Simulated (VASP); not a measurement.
# SnO2 (fluorite type) (Fm-3m) in VASP: notebook

Runs on SnO2 (fluorite type). Level: r2SCAN. Tasks: single point.

Program: VASP 6.6.1. These are calculated values, not measurements. Logs are shortened: lines on timing, memory, paths and dates and some standing lists are left out, and cuts for length are marked.

## Step 1: The cell of the first run

The structure is cubic, space group Fm-3m (No. 225). Conventional cell: a = 5.002 Å, b = 5.002 Å, c = 5.002 Å, α = 90.00°, β = 90.00°, γ = 90.00°. Sn (site symmetry m-3m) has 8 O at 2.17 Å within 2.9 Å. O (site symmetry -43m) has 4 Sn at 2.17 Å and 6 O at 2.50 Å within 2.9 Å.

## Step 2: Single point, r2SCAN

File POSCAR:

```
SnO2
1.0
    0.0000000000      2.5009565764      2.5009565764
    2.5009565764      0.0000000000      2.5009565764
    2.5009565764      2.5009565764      0.0000000000
Sn O
1 2
Direct
    0.0000000000      0.0000000000      0.0000000000
    0.2500000000      0.2500000000      0.2500000000
    0.7500000000      0.7500000000      0.7500000000
```

File INCAR.step1:

```
SYSTEM = SnO2
PREC = Accurate
ENCUT = 520
ISMEAR = -1
SIGMA = 0.1
LREAL = .False.
LASPH = .True.
NELM = 100
NBANDS = 20
GGA = PE
ALGO = Normal
EDIFF = 1E-4
LWAVE = .True.
LCHARG = .False.
```

File INCAR.step2:

```
SYSTEM = SnO2
PREC = Accurate
ENCUT = 520
EDIFF = 1E-6
ISMEAR = -1
SIGMA = 0.1
LREAL = .False.
LASPH = .True.
NELM = 100
ALGO = Normal
ISIF = 2
LWAVE = .False.
LCHARG = .False.
METAGGA = R2SCAN
LMIXTAU = .True.
NBANDS = 20
ISTART = 1
```

File KPOINTS:

```
regular mesh
0
Gamma
  12 12 12
  0 0 0
```

Potentials or basis: VASP PAW PBE potentials, release 64 (Sn_d, O).

Run with:

```sh
> cat potpaw_PBE.64/Sn_d/POTCAR potpaw_PBE.64/O/POTCAR > POTCAR
> cp INCAR.step1 INCAR
> mpirun -np 1 vasp_std > vasp.out
> cp INCAR.step2 INCAR
> mpirun -np 1 vasp_std > vasp.out
```

OUTCAR:

```text
SYSTEM = SnO2
   PREC = Accurate
   ENCUT = 520
   EDIFF = 1E-6
   ISMEAR = -1
   LREAL = .False.
   LASPH = .True.
   NELM = 100
   ISIF = 2
   METAGGA = R2SCAN
   ISTART = 1

 ion  position               nearest neighbor table
   1  0.000  0.000  0.000-   3 2.17   3 2.17   3 2.17   2 2.17   3 2.17   2 2.17   2 2.17   2 2.17

   2  0.250  0.250  0.250-   1 2.17   1 2.17   1 2.17   1 2.17
   3  0.750  0.750  0.750-   1 2.17   1 2.17   1 2.17   1 2.17

  LATTYP: Found a face centered cubic cell.
 ALAT       =     5.0019131528

  Lattice vectors:

 A1 = (   0.0000000000,   2.5009565764,   2.5009565764)
 A2 = (   2.5009565764,   0.0000000000,   2.5009565764)
 A3 = (   2.5009565764,   2.5009565764,   0.0000000000)

Analysis of symmetry for initial positions (statically):
=====================================================================
 Subroutine PRICEL returns:
 Original cell was already a primitive cell.

 Routine SETGRP: Setting up the symmetry group for a
 face centered cubic supercell.

 Subroutine GETGRP returns: Found 48 space group operations
 (whereof 48 operations were pure point group operations)
 out of a pool of 48 trial point group operations.

The static configuration has the point symmetry O_h .

Analysis of symmetry for dynamics (positions and initial velocities):
=====================================================================
 Subroutine PRICEL returns:
 Original cell was already a primitive cell.

 Routine SETGRP: Setting up the symmetry group for a
 face centered cubic supercell.

 Subroutine GETGRP returns: Found 48 space group operations
 (whereof 48 operations were pure point group operations)
 out of a pool of 48 trial point group operations.

The dynamic configuration has the point symmetry O_h .

 Subroutine INISYM returns: Found 48 space group operations
 (whereof 48 operations are pure point group operations),
 and found     1 'primitive' translations

----------------------------------------------------------------------------------------

                                     Primitive cell

  volume of cell :      31.2859

  direct lattice vectors                    reciprocal lattice vectors
     0.000000000  2.500956576  2.500956576    -0.199923503  0.199923503  0.199923503
     2.500956576  0.000000000  2.500956576     0.199923503 -0.199923503  0.199923503
     2.500956576  2.500956576  0.000000000     0.199923503  0.199923503 -0.199923503

[... 82 lines left out ...]
   LASPH  =      T    aspherical Exc in radial PAW
   ENCUT  =  520.0 eV  38.22 Ry    6.18 a.u.   6.58  6.58  6.58*2*pi/ulx,y,z
   NELM   =    100;   NELMIN=  2; NELMDL=  0     # of ELM steps
   EDIFF  = 0.1E-05   stopping-criterion for ELM
   LREAL  =      F    real-space projection
   EDIFFG = 0.1E-04   stopping-criterion for IOM
   NSW    =      0    number of steps for IOM
   IBRION =     -1    ionic relax: 0-MD 1-quasi-New 2-CG
   NFREE  =      0    steps in history (QN), initial steepest desc. (CG)
   ISIF   =      2    stress and relaxation
   ISYM   =      2    0-nonsym 1-usesym 2-fastsym
   POTIM  = 0.5000    time-step for ionic-motion
   TEBEG  =    0.0;   TEEND  =   0.0 temperature during run
   PSTRESS=    0.0 pullay stress
   NELECT =      26.0000    total number of electrons
   NUPDOWN=      -1.0000    fix difference up-down
   EMIN   =  10.00;   EMAX   =-10.00  energy-range for DOS
   EFERMI =   0.00;   METHOD = LEGACY
   ISMEAR =    -1;   SIGMA  =   0.10  broadening in eV -4-tet -1-fermi 0-gaus
   EFERMI_NEDOS =   21; number of points for ismear=-14 and -15
   IALGO  =     38    algorithm
   IMIX   =      4    mixing-type and parameters
     AMIX     =   0.40;   BMIX     =  1.00
     AMIX_MAG =   1.60;   BMIX_MAG =  1.00
  volume/ion in A,a.u.               =      10.43        70.38
  Fermi-wavevector in a.u.,A,eV,Ry     =   1.539158  2.908586 32.232291  2.369007
  Thomas-Fermi vector in A             =   2.645425
   LORBIT       =      0    0 simple, 1 ext, 2 COOP (PROOUT), +10 PAW based schemes
   METAGGA = R2SCAN    functional components
   LHFCALC =     F    Hartree Fock is set to
   AEXX    =    0.0000 exact exchange contribution
   IVDW    =     0    specifies the selected vdW correction
   LEPSILON=     F    determine dielectric tensor
   LRPA    =     F    only Hartree local field effects (RPA)
 non-spin polarized calculation
  energy-cutoff  :      520.00
  volume of cell :       31.29
 maximum number of plane-waves:       872
 NGX is ok and might be reduce to    28
   NGX = 13   NGY = 13   NGZ = 13

 number of electron      26.0000007 magnetization

 Free energy of the ion-electron system (eV)
  ---------------------------------------------------
  ext. energy  EPLUGINS =         0.00000000
  ---------------------------------------------------
  free energy    TOTEN  =       -41.43146868 eV

  energy without entropy =      -41.43144003  energy(sigma->0) =      -41.43145436

 E-fermi :   9.1415     XC(G=0): -13.0002

 val. band max:        8.2863079007   @ k =  -0.2500   0.5000   0.2500
 cond. band min:       9.5629413006   @ k =   0.0000   0.0000   0.0000
 fundamental gap:      1.2766333999
 Fermi energy:         9.1415207324

 k-point     1 :       0.0000    0.0000    0.0000
  band No.  band energies     occupation
      1     -12.8539      2.00000
      2     -12.8539      2.00000
      3     -12.8539      2.00000
      4     -12.7804      2.00000
      5     -12.6294      2.00000
      6     -12.6294      2.00000
[... 541 lines left out ...]
     19      25.0166      0.00000
     20      28.5314      0.00000

 [... further k-points ...]

------------------------ aborting loop because EDIFF is reached ----------------------------------------

  FORCE on cell =-STRESS in cart. coord.  units (eV):
  Direction    XX          YY          ZZ          XY          YZ          ZX
  --------------------------------------------------------------------------------------
  -------------------------------------------------------------------------------------
  Total        2.2027346      2.2027346      2.2027346     -0.0000000      0.0000000     -0.0000000
  in kB      112.8039504    112.8039504    112.8039504     -0.0000000      0.0000000     -0.0000000
  external PRESSURE =     112.8039504 kB  Pullay stress =       0.0000000 kB

 VOLUME and BASIS-vectors are now :
 -----------------------------------------------------------------------------
  energy-cutoff  :      520.00
  volume of cell :       31.29
      direct lattice vectors                 reciprocal lattice vectors
     0.000000000  2.500956576  2.500956576    -0.199923503  0.199923503  0.199923503
     2.500956576  0.000000000  2.500956576     0.199923503 -0.199923503  0.199923503
     2.500956576  2.500956576  0.000000000     0.199923503  0.199923503 -0.199923503

 POSITION                                       TOTAL-FORCE (eV/Angst)
 -----------------------------------------------------------------------------------
      0.00000      0.00000      0.00000        -0.000000     -0.000000     -0.000000
      1.25048      1.25048      1.25048        -0.000000     -0.000000     -0.000000
      3.75143      3.75143      3.75143         0.000000      0.000000      0.000000
 -----------------------------------------------------------------------------------
    total drift:                                0.000000     -0.000000      0.000000

  FREE ENERGIE OF THE ION-ELECTRON SYSTEM (eV)
  ---------------------------------------------------
  free  energy   TOTEN  =       -41.4314686782 eV

  energy  without entropy=      -41.4314400333  energy(sigma->0) =      -41.43145436
```

It took 100 s on 1 thread of Intel Xeon Platinum 8488C (Sapphire Rapids), shared host; peak memory 0.19 GiB.

What came out:

- Free energy: -41.4315 eV
- Pressure: 11.3 GPa
- Band gap on the k mesh: 1.28 eV (least direct gap 2.80 eV)

Caveat: the cell stands under pressure; the PAW data sets were made with another functional, which shifts forces and pressure a little; spin-orbit coupling is left out, which moves the levels of the heavy elements. A k mesh can miss the band edges.

## Step 3: Single point, r2SCAN

This run uses another cell than the first one, of 10.77 Å³/atom.

File POSCAR:

```
SnO2
1.0
    0.0000000000      2.5278506446      2.5278506446
    2.5278506446      0.0000000000      2.5278506446
    2.5278506446      2.5278506446      0.0000000000
Sn O
1 2
Direct
    0.0000000000      0.0000000000      0.0000000000
    0.2500000000      0.2500000000      0.2500000000
    0.7500000000      0.7500000000      0.7500000000
```

File INCAR.step1:

```
ALGO     = Normal         # electronic algorithm
EDIFF    = 1E-4           # SCF threshold, eV
ENCUT    = 520            # plane-wave cutoff, eV
GGA      = PE             # functional
ISMEAR   = -1             # smearing method
LASPH    = T              # aspherical terms in the spheres
LCHARG   = F              # write CHGCAR
LREAL    = F              # projectors in reciprocal space
LWAVE    = T              # write WAVECAR
NBANDS   = 20             # bands
NELM     = 60             # most SCF steps
PREC     = Accurate       # precision mode
SIGMA    = 0.1            # smearing width, eV
```

File INCAR.step2:

```
ALGO     = Normal         # electronic algorithm
EDIFF    = 1E-7           # SCF threshold, eV
ENCUT    = 520            # plane-wave cutoff, eV
ISIF     = 2              # what is computed and relaxed
ISMEAR   = -1             # smearing method
ISTART   = 1            
LASPH    = T              # aspherical terms in the spheres
LCHARG   = F              # write CHGCAR
LMIXTAU  = T            
LREAL    = F              # projectors in reciprocal space
LWAVE    = F              # write WAVECAR
METAGGA  = R2SCAN         # meta-GGA
NBANDS   = 20             # bands
NELM     = 60             # most SCF steps
PREC     = Accurate       # precision mode
SIGMA    = 0.1            # smearing width, eV
```

File KPOINTS:

```
k-points
0
Gamma
  12 12 12
```

Potentials or basis: VASP PAW PBE potentials, release 64 (Sn_d, O).

Run with:

```sh
> cat potpaw_PBE.64/Sn_d/POTCAR potpaw_PBE.64/O/POTCAR > POTCAR
> cp INCAR.step1 INCAR
> mpirun -np 1 vasp_std > vasp.out
> cp INCAR.step2 INCAR
> mpirun -np 1 vasp_std > vasp.out
```

OUTCAR:

```text
EDIFF = 1E-7
   ENCUT = 520
   ISIF = 2
   ISMEAR = -1
   ISTART = 1
   LASPH = T
   LREAL = F
   METAGGA = R2SCAN
   NELM = 60
   PREC = Accurate

 ion  position               nearest neighbor table
   1  0.000  0.000  0.000-   3 2.19   3 2.19   3 2.19   2 2.19   3 2.19   2 2.19   2 2.19   2 2.19

   2  0.250  0.250  0.250-   1 2.19   1 2.19   1 2.19   1 2.19
   3  0.750  0.750  0.750-   1 2.19   1 2.19   1 2.19   1 2.19
[... 747 lines left out ...]

  FORCE on cell =-STRESS in cart. coord.  units (eV):
  Direction    XX          YY          ZZ          XY          YZ          ZX
  --------------------------------------------------------------------------------------
  -------------------------------------------------------------------------------------
  Total        0.5988592      0.5988592      0.5988592      0.0000000     -0.0000000      0.0000000
  in kB       29.6996312     29.6996312     29.6996312      0.0000000     -0.0000000      0.0000000
  external PRESSURE =      29.6996312 kB  Pullay stress =       0.0000000 kB

 VOLUME and BASIS-vectors are now :
 -----------------------------------------------------------------------------
  energy-cutoff  :      520.00
  volume of cell :       32.31
      direct lattice vectors                 reciprocal lattice vectors
     0.000000000  2.527850645  2.527850645    -0.197796496  0.197796496  0.197796496
     2.527850645  0.000000000  2.527850645     0.197796496 -0.197796496  0.197796496
     2.527850645  2.527850645  0.000000000     0.197796496  0.197796496 -0.197796496

 POSITION                                       TOTAL-FORCE (eV/Angst)
 -----------------------------------------------------------------------------------
      0.00000      0.00000      0.00000         0.000000      0.000000      0.000000
      1.26393      1.26393      1.26393         0.000000      0.000000      0.000000
      3.79178      3.79178      3.79178        -0.000000     -0.000000     -0.000000
 -----------------------------------------------------------------------------------
    total drift:                               -0.000000     -0.000000      0.000000

  FREE ENERGIE OF THE ION-ELECTRON SYSTEM (eV)
  ---------------------------------------------------
  free  energy   TOTEN  =       -41.4781904854 eV

  energy  without entropy=      -41.4780582513  energy(sigma->0) =      -41.47812437
```

OUTCAR.step1:

```text
EDIFF = 1E-4
   ENCUT = 520
   GGA = PE
   ISMEAR = -1
   LASPH = T
[... 776 lines left out ...]
      0.00000      0.00000      0.00000        -0.000000     -0.000000     -0.000000
      1.26393      1.26393      1.26393        -0.000000     -0.000000     -0.000000
      3.79178      3.79178      3.79178         0.000000      0.000000      0.000000
 -----------------------------------------------------------------------------------
    total drift:                                0.000000     -0.000000      0.000000

  FREE ENERGIE OF THE ION-ELECTRON SYSTEM (eV)
  ---------------------------------------------------
  free  energy   TOTEN  =       -17.8524949292 eV

  energy  without entropy=      -17.8517163568  energy(sigma->0) =      -17.85210564
```

OSZICAR.step1:

```text
N       E                     dE             d eps       ncg     rms          rms(c)
DAV:   1     0.245064767515E+03    0.24506E+03   -0.13480E+04  3112   0.205E+03
DAV:   2     0.492805683765E+01   -0.24014E+03   -0.22802E+03  3032   0.508E+02
DAV:   3    -0.203837101415E+02   -0.25312E+02   -0.24962E+02  3256   0.136E+02
DAV:   4    -0.210547407643E+02   -0.67103E+00   -0.67045E+00  3256   0.230E+01
DAV:   5    -0.210693276952E+02   -0.14587E-01   -0.14586E-01  3620   0.356E+00    0.110E+01
DAV:   6    -0.178397599850E+02    0.32296E+01   -0.10962E+01  4356   0.570E+01    0.394E+00
DAV:   7    -0.178670626908E+02   -0.27303E-01   -0.69044E-01  3108   0.594E+00    0.196E+00
DAV:   8    -0.178539103943E+02    0.13152E-01   -0.64102E-02  3260   0.261E+00    0.369E-01
DAV:   9    -0.178519852799E+02    0.19251E-02   -0.11211E-02  4316   0.169E+00    0.829E-02
DAV:  10    -0.178524917695E+02   -0.50649E-03   -0.13128E-03  3144   0.373E-01    0.196E-02
DAV:  11    -0.178524949292E+02   -0.31597E-05   -0.38802E-05  2604   0.104E-01
   1 F= -.17852495E+02 E0= -.17852106E+02  d E =-.778572E-03
```

Wall time 1.7 min (1 thread of Intel Xeon Platinum 8488C (Sapphire Rapids), shared host); peak memory 0.19 GiB.

What came out:

```yaml
Free_energy: -41.4782 eV
Pressure: 3.0 GPa
Band_gap_on_the_k_mesh: 0.93 eV (least direct gap 2.38 eV)
```

Caveat: the PAW data sets were made with another functional, which shifts forces and pressure a little; spin-orbit coupling is left out, which moves the levels of the heavy elements.

## Step 4: Single point, r2SCAN

This run uses another cell than the first one, of 10.77 Å³/atom.

POSCAR is that of step 3.

File INCAR.step1:

```
SYSTEM = SnO2
  PREC = Accurate
  ENCUT = 520
  ISMEAR = -1
  SIGMA = 0.1
  LREAL = .FALSE.
  LASPH = .TRUE.
  NELM = 80
  NBANDS = 20
  GGA = PE
  ALGO = Normal
  EDIFF = 1E-4
  LWAVE = .TRUE.
  LCHARG = .FALSE.
```

File INCAR.step2:

```
SYSTEM = SnO2
  PREC = Accurate
  ENCUT = 520
  EDIFF = 1E-6
  ISMEAR = -1
  SIGMA = 0.1
  LREAL = .FALSE.
  LASPH = .TRUE.
  NELM = 80
  ALGO = Normal
  ISIF = 2
  LWAVE = .FALSE.
  LCHARG = .FALSE.
  METAGGA = R2SCAN
  LMIXTAU = .TRUE.
  NBANDS = 20
  ISTART = 1
```

File KPOINTS:

```
Automatic mesh
0
G
  12 12 12
  0 0 0
```

Run with:

```sh
> cat potpaw_PBE.64/Sn_d/POTCAR potpaw_PBE.64/O/POTCAR > POTCAR
> cp INCAR.step1 INCAR
> mpirun -np 1 vasp_std > vasp.out
> cp INCAR.step2 INCAR
> mpirun -np 1 vasp_std > vasp.out
```

Run time: 1.8 min. Hardware: 1 thread of Intel Xeon Platinum 8488C (Sapphire Rapids), shared host; peak memory 0.19 GiB.

It converged, with:

```
Free energy            : -41.4782 eV
Pressure               : 3.0 GPa
Band gap on the k mesh : 0.93 eV (least direct gap 2.38 eV)
```

Levels at points of the mesh, in eV from the valence-band top:
| k point | band 10 | band 11 | band 12 | band 13 | band 14 | band 15 | band 16 | band 17 |
| --- | --- | --- | --- | --- | --- | --- | --- | --- |
| (0.00, 0.00, 0.00) | -3.06 | -1.45 | -1.45 | -1.45 | 0.93 | 7.91 | 7.91 | 7.91 |
| (0.50, 0.00, 0.00) | -3.51 | -3.51 | -2.22 | -2.22 | 5.61 | 8.65 | 11.46 | 11.46 |
| (0.50, 0.50, 0.00) | -5.70 | -0.21 | -0.21 | -0.14 | 3.89 | 8.16 | 10.52 | 13.45 |

Caveat: the PAW data sets were made with another functional, which shifts forces and pressure a little; spin-orbit coupling is left out, which moves the levels of the heavy elements. A k mesh can miss the band edges.

(Part 1 of 2 ends here.)

The gap in the log of VASP goes by the Fermi energy; the results here count the filled bands.